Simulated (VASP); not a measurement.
# GaSb (F-43m) in VASP: settings compared, part 2 of 2

VASP 6.6.1. The steps go on from the part before.

## Step 3: Relaxation of cell and atoms, PBEsol

This run uses another cell than the first one, of 30.05 Å³/atom, 1.043 times its volume.

File INCAR:

```
SYSTEM = GaSb
PREC = Accurate
ENCUT = 600
EDIFF = 1E-7
ISMEAR = -1
SIGMA = 0.02
LREAL = .FALSE.
LASPH = .TRUE.
NELM = 80
ALGO = Normal
ISIF = 3
LWAVE = .FALSE.
LCHARG = .FALSE.
GGA = PS
IBRION = 2
NSW = 80
EDIFFG = -0.005
```

File KPOINTS:

```
Automatic mesh
0
G
  6 6 6
  0 0 0
```

File POSCAR:

```
GaSb
1.0
    0.0000000000      3.1090646227      3.1090646227
    3.1090646227      0.0000000000      3.1090646227
    3.1090646227      3.1090646227      0.0000000000
Ga Sb
1 1
Direct
    0.0000000000      0.0000000000      0.0000000000
    0.2500000000      0.2500000000      0.2500000000
```

Potentials or basis: VASP PAW PBE potentials, release 64 (Ga_d, Sb).

The run is started by

```console
> cat potpaw_PBE.64/Ga_d/POTCAR potpaw_PBE.64/Sb/POTCAR > POTCAR
> mpirun -np 1 vasp_std > vasp.out
```

OUTCAR:

```text
SYSTEM = GaSb
   PREC = Accurate
   ENCUT = 600
   EDIFF = 1E-7
   ISMEAR = -1
   LREAL = .FALSE.
   LASPH = .TRUE.
   NELM = 80
   ISIF = 3
   GGA = PS
   IBRION = 2
   NSW = 80
   EDIFFG = -0.005

 ion  position               nearest neighbor table
   1  0.000  0.000  0.000-   2 2.69   2 2.69   2 2.69   2 2.69
   2  0.250  0.250  0.250-   1 2.69   1 2.69   1 2.69   1 2.69

  LATTYP: Found a face centered cubic cell.
 ALAT       =     6.2181292454

  Lattice vectors:

 A1 = (   0.0000000000,   3.1090646227,   3.1090646227)
 A2 = (   3.1090646227,   0.0000000000,   3.1090646227)
 A3 = (   3.1090646227,   3.1090646227,   0.0000000000)

Analysis of symmetry for initial positions (statically):
=====================================================================
 Subroutine PRICEL returns:
 Original cell was already a primitive cell.

 Routine SETGRP: Setting up the symmetry group for a
 face centered cubic supercell.

 Subroutine GETGRP returns: Found 24 space group operations
 (whereof 24 operations were pure point group operations)
 out of a pool of 48 trial point group operations.

The static configuration has the point symmetry T_d .

Analysis of symmetry for dynamics (positions and initial velocities):
=====================================================================
 Subroutine PRICEL returns:
 Original cell was already a primitive cell.

 Routine SETGRP: Setting up the symmetry group for a
 face centered cubic supercell.

 Subroutine GETGRP returns: Found 24 space group operations
 (whereof 24 operations were pure point group operations)
 out of a pool of 48 trial point group operations.

The dynamic configuration has the point symmetry T_d .

 Subroutine INISYM returns: Found 24 space group operations
 (whereof 24 operations are pure point group operations),
 and found     1 'primitive' translations

----------------------------------------------------------------------------------------

                                     Primitive cell

  volume of cell :      60.1062

  direct lattice vectors                    reciprocal lattice vectors
     0.000000000  3.109064623  3.109064623    -0.160820073  0.160820073  0.160820073
     3.109064623  0.000000000  3.109064623     0.160820073 -0.160820073  0.160820073
     3.109064623  3.109064623  0.000000000     0.160820073  0.160820073 -0.160820073
[... 92 lines left out ...]
   IALGO  =     38    algorithm
   IMIX   =      4    mixing-type and parameters
     AMIX     =   0.40;   BMIX     =  1.00
     AMIX_MAG =   1.60;   BMIX_MAG =  1.00
  volume/ion in A,a.u.               =      30.05       202.81
  Fermi-wavevector in a.u.,A,eV,Ry     =   1.095282  2.069783 16.322127  1.199642
  Thomas-Fermi vector in A             =   2.231603
   LORBIT       =      0    0 simple, 1 ext, 2 COOP (PROOUT), +10 PAW based schemes
   GGA     = PS    functional components
   LHFCALC =     F    Hartree Fock is set to
   AEXX    =    0.0000 exact exchange contribution
   IVDW    =     0    specifies the selected vdW correction
   LEPSILON=     F    determine dielectric tensor
   LRPA    =     F    only Hartree local field effects (RPA)
 conjugate gradient relaxation of ions
 non-spin polarized calculation
  energy-cutoff  :      600.00
  volume of cell :       60.11
 maximum number of plane-waves:      2044
   NGX = 17   NGY = 17   NGZ = 17

--------------------------------------- Ionic step        1  -------------------------------------------

 number of electron      17.9999991 magnetization

 Free energy of the ion-electron system (eV)
  ---------------------------------------------------
  ext. energy  EPLUGINS =         0.00000000
  ---------------------------------------------------
  free energy    TOTEN  =        -8.10175335 eV

  energy without entropy =       -8.10139964  energy(sigma->0) =       -8.10157650

 E-fermi :   4.2703     XC(G=0):  -9.0514

 val. band max:        4.2564675097   @ k =   0.0000   0.0000   0.0000
 cond. band min:       4.5035123422   @ k =   0.5000   0.0000   0.0000
 fundamental gap:      0.2470448325
 Fermi energy:         4.2703289795

 k-point     1 :       0.0000    0.0000    0.0000
  band No.  band energies     occupation
      1     -10.6597      2.00000
      2     -10.6597      2.00000
      3     -10.6597      2.00000
      4     -10.6167      2.00000
      5     -10.6167      2.00000
      6      -6.9191      2.00000
      7       3.9073      2.00000
      8       4.2565      1.33333
      9       4.2565      1.33330
     10       4.2565      1.33330
     11       7.0197      0.00000
     12       7.0197      0.00000
     13       7.0197      0.00000
[... 345 lines left out ...]
--------------------------------------- Ionic step        4  -------------------------------------------

 number of electron      18.0000005 magnetization

 Free energy of the ion-electron system (eV)
  ---------------------------------------------------
  ext. energy  EPLUGINS =         0.00000000
  ---------------------------------------------------
  free energy    TOTEN  =        -8.12234029 eV

  energy without entropy =       -8.12192778  energy(sigma->0) =       -8.12213404

 E-fermi :   4.7572     XC(G=0):  -9.2611

 val. band max:        4.7378210497   @ k =   0.0000   0.0000   0.0000
 cond. band min:       5.0815609348   @ k =   0.5000   0.0000   0.0000
 fundamental gap:      0.3437398852
 Fermi energy:         4.7571695898

 k-point     1 :       0.0000    0.0000    0.0000
  band No.  band energies     occupation
      1     -10.2664      2.00000
      2     -10.2664      2.00000
      3     -10.2664      2.00000
      4     -10.2163      2.00000
      5     -10.2163      2.00000
      6      -6.7654      2.00000
      7       4.7260      1.65234
      8       4.7378      1.44924
      9       4.7378      1.44921
     10       4.7378      1.44921
     11       7.4904      0.00000
     12       7.4904      0.00000
     13       7.4904      0.00000
[... 267 lines left out ...]
  FREE ENERGIE OF THE ION-ELECTRON SYSTEM (eV)
  ---------------------------------------------------
  free  energy   TOTEN  =        -8.1223402946 eV

  energy  without entropy=       -8.1219277844  energy(sigma->0) =       -8.12213404

 reached required accuracy - stopping structural energy minimisation
```

CONTCAR:

```text
GaSb
   1.00000000000000
     0.0000000000000000    3.0591424505279301    3.0591424505279301
     3.0591424505279301   -0.0000000000000000    3.0591424505279301
     3.0591424505279301    3.0591424505279301   -0.0000000000000000
  Ga              Sb
     1     1
Direct
     0.0000000000000000    0.0000000000000000    0.0000000000000000
     0.2500000000000000    0.2500000000000000    0.2500000000000000

  0.00000000E+00  0.00000000E+00  0.00000000E+00
  0.00000000E+00  0.00000000E+00  0.00000000E+00
```

Wall time 40 s (1 thread of Intel Xeon Platinum 8488C (Sapphire Rapids), shared host); peak memory 0.21 GiB.

Results:

| Item | Value |
| --- | --- |
| Free energy | -8.1223 eV |
| Relaxed volume | 28.63 Å³/atom |
| Relaxed cell | a = 4.326 Å, b = 4.326 Å, c = 4.326 Å, α = 60.00°, β = 60.00°, γ = 60.00° |
| Space group after relaxing (to 0.05 Å) | F-43m (No. 216) |
| Energy gained by relaxing | 10.3 meV/atom |
| Ionic steps | 4 |
| Pressure after relaxing | 0.0 GPa |
| Band gap on the k mesh | zero (filled and empty bands touch) |

The path:
```
step  energy change (eV)  largest force (eV/Å)  pressure (GPa)  volume (Å³)
   1              0.0000                0.0000           -2.22        60.11
   2             -0.0194                0.0000            0.54        56.55
   3             -0.0206                0.0000            0.04        57.20
   4             -0.0206                0.0000           -0.01        57.26
```

Final structure:
```
Ga Sb
1.0
     0.00000    3.05914    3.05914
     3.05914    0.00000    3.05914
     3.05914    3.05914    0.00000
Ga Sb
1 1
Direct
  0.00000 0.00000 0.00000
  0.25000 0.25000 0.25000
```

Caveat: the PAW data sets were made with another functional, which shifts forces and pressure a little; spin-orbit coupling is left out, which moves the levels of the heavy elements.
